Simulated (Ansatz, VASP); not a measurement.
## CrCuC4N4: VASP beside Ansatz

```
Cr Cu C N
1.0
     5.79581    0.00000    0.00000
     0.00000    5.79581    0.00000
     0.00000    0.00000    5.79581
Cr Cu C N
1 1 4 4
Direct
  0.50000 0.50000 0.50000
  0.00000 0.00000 0.00000
  0.19160 0.19160 0.19160
  0.19160 0.80840 0.80840
  0.80840 0.19160 0.80840
  0.80840 0.80840 0.19160
  0.30927 0.30927 0.30927
  0.30927 0.69073 0.69073
  0.69073 0.30927 0.69073
  0.69073 0.69073 0.30927
```

Alike in both runs: functional PBE; k mesh 4 × 4 × 4; occupations gaussian, width 0.1 eV; collinear spin.

Ansatz relaxed the structure, and its values are those at the end. VASP's run is a single point on that final structure, the one shown.

|  | VASP | Ansatz |
| --- | --- | --- |
| version | VASP 6.6.1 | Ansatz 0.2.0 |
| potentials or method | VASP PAW PBE potentials, release 64 (Cr_pv, Cu, C, N), cutoff 520 eV | scalar-relativistic, plane waves, PAW |
| valence electrons in the cell | 59 | 69 |

```csv
,VASP,Ansatz,Ansatz less VASP
gap on the k mesh at the Fermi level (eV),none,none,-
pressure (GPa),0.2,-0.3,-0.48
rms of the force components (eV/Å),0.146,0.007,-0.1393
net moment per atom (μB),0.30,0.30,0.000
size of the moment on the site where the two differ most (μB),2.67,2.20,-0.466
```

Site moments also hang on the region over which each program counts them. A gap of «none» marks a metal or a gap that the smearing closes. VASP's potentials hold 59 valence electrons a cell and Ansatz's 69, so a difference there can come from the potentials and not from the codes.

Noted on VASP's run: the standard files for N, O and F lose accuracy on very short bonds.
